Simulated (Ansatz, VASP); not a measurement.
## TaAl5 in VASP and in Ansatz

```
Ta Al
1.0
     4.99299    0.00000    0.00000
    -2.49650    4.32406    0.00000
     0.00000    0.00000    4.57187
Ta Al
1 5
Direct
  0.00000 0.00000 0.00000
  0.32962 0.00000 0.50000
  0.67038 0.67038 0.50000
  0.00000 0.32962 0.50000
  0.33333 0.66667 0.00000
  0.66667 0.33333 0.00000
```

Change from the starting cell: species swapped into the Mg5Pd type (P-62m, No. 189).

Alike in both runs: functional PBE; k mesh 12 × 12 × 8; occupations gaussian, width 0.1 eV; no spin polarisation.

Ansatz relaxed the structure, and its values are those at the end. VASP's run is a single point on that final structure, the one shown.

```csv
,VASP,Ansatz
version,VASP 6.6.1,Ansatz 0.2.0
potentials or method,"VASP PAW PBE potentials, release 64 (Ta_pv, Al), cutoff 520 eV","scalar-relativistic, plane waves, PAW"
valence electrons in the cell,26,28
```

|  | VASP | Ansatz | Ansatz less VASP |
| --- | --- | --- | --- |
| gap on the k mesh at the Fermi level (eV) | none | none | - |
| pressure (GPa) | 0.0 | 0.0 | +0.02 |

A gap of «none» marks a metal or a gap that the smearing closes. VASP's potentials hold 26 valence electrons a cell and Ansatz's 28, so a difference there can come from the potentials and not from the codes.

Neither program's run includes spin-orbit coupling.
